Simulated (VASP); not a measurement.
Ni:

```xyz
1
Lattice="0.0000 1.7376 1.7376 1.7376 0.0000 1.7376 1.7376 1.7376 0.0000" Properties=species:S:1:pos:R:3 pbc="T T T"
Ni    0.0000    0.0000    0.0000
```

| Quantity | Value |
| --- | --- |
| Program | VASP 6.6.1 |
| Task | relaxation of cell and atoms |
| Functional | LDA |
| Potentials or basis | VASP PAW LDA potentials, release 64 (Ni) |
| Cutoff | 600 eV |
| k mesh | 10 × 10 × 10 |
| Occupations | gaussian, width 0.1 eV |
| Spin | collinear spin, ferromagnetic start |
| Starting moments | [0.8] μB |

At the start: pressure -9.9 GPa; volume 10.49 Å³/atom.

How do energy, volume and symmetry change on relaxing?

Over 3 steps the energy falls by 14.5 meV/atom and the volume is 10.05 Å³/atom (-4.2 %); space group Fm-3m (No. 225, to 0.05 Å); moment 0.65 μB per cell.

The path:
```csv
step,energy change (eV),largest force (eV/Å),pressure (GPa),volume (Å³)
1,0.0000,0.0000,-9.88,10.49
2,0.0073,0.0000,14.61,9.54
3,-0.0145,0.0000,-0.11,10.05
```

Final structure:
```cif
data_structure
_symmetry_space_group_name_H-M 'P 1'
_symmetry_Int_Tables_number 1
_cell_length_a 2.4221
_cell_length_b 2.4221
_cell_length_c 2.4221
_cell_angle_alpha 60.000
_cell_angle_beta 60.000
_cell_angle_gamma 60.000
_cell_volume 10.05
loop_
_atom_site_label
_atom_site_type_symbol
_atom_site_fract_x
_atom_site_fract_y
_atom_site_fract_z
_atom_site_occupancy
Ni1 Ni 0.00000 0.00000 0.00000 1
```
